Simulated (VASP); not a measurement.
Here is a VASP 6.6.1 calculation.

Contents of INCAR:

```
SYSTEM = Y
PREC     = Accurate       ! precision mode
ENCUT    = 520            ! plane-wave cutoff, eV
EDIFF    = 1E-6           ! SCF threshold, eV
ISMEAR   = 0              ! smearing method
SIGMA    = 0.15           ! smearing width, eV
LREAL    = .False.        ! projectors in reciprocal space
LASPH    = .True.         ! aspherical terms in the spheres
NELM     = 60             ! most SCF steps
ALGO     = Fast           ! electronic algorithm
ISIF     = 2              ! what is computed and relaxed
LWAVE    = .False.        ! write WAVECAR
LCHARG   = .False.        ! write CHGCAR
GGA      = PE             ! functional
NBANDS   = 18             ! bands
```

File KPOINTS:

```
regular mesh
0
Gamma
  18 18 8
  0 0 0
```

Contents of POSCAR:

```
Y
1.0
    3.8340741989      0.0000000000      0.0000000000
   -1.9170370994      3.3204056563      0.0000000000
    0.0000000000      0.0000000000      5.6037150000
Y
2
Direct
    0.3333333333      0.6666666667      0.2500000000
    0.6666666667      0.3333333333      0.7500000000
```

Potentials or basis: VASP PAW PBE potentials, release 64 (Y_sv).

Run with:

```console
$ cat potpaw_PBE.64/Y_sv/POTCAR > POTCAR
$ mpirun -np 1 vasp_std > vasp.out
```

(1) Predict the pressure.

(2) Predict the band gap on the k mesh.

## Answers

(1) -3.0 GPa.

(2) zero (band 11 reaches 3.77 eV, above the bottom of band 12 at 2.01 eV).

Caveat: the cell differs from its parent crystal (strain +0.050 along x and y, -0.025 along z).
